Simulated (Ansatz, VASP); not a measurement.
One calculation of Ag, two programs

```
Ag
1.0
    -1.56586    1.56586    1.56586
     1.56586   -1.56586    1.56586
     1.56586    1.56586   -1.56586
Ag
1
Cartesian
  0.0000 0.0000 0.0000
```

Alike in both runs: task single point; functional r2SCAN; k mesh 15 × 15 × 15; occupations fermi-dirac, width 0.1 eV; no spin polarisation.

```csv
,VASP,Ansatz
version,VASP 6.6.1,Ansatz 0.2.0
potentials or method,"VASP PAW PBE potentials, release 64 (Ag), cutoff 520 eV","plane waves (500 eV) with PAW, scalar-relativistic"
valence electrons in the cell,11,19
```

|  | VASP | Ansatz | Ansatz less VASP |
| --- | --- | --- | --- |
| pressure (GPa) | 18.4 | 18.0 | -0.41 |

VASP's potentials were made for PBE, not for r2SCAN. VASP's potentials hold 11 valence electrons a cell and Ansatz's 19, so a difference there can come from the potentials and not from the codes.
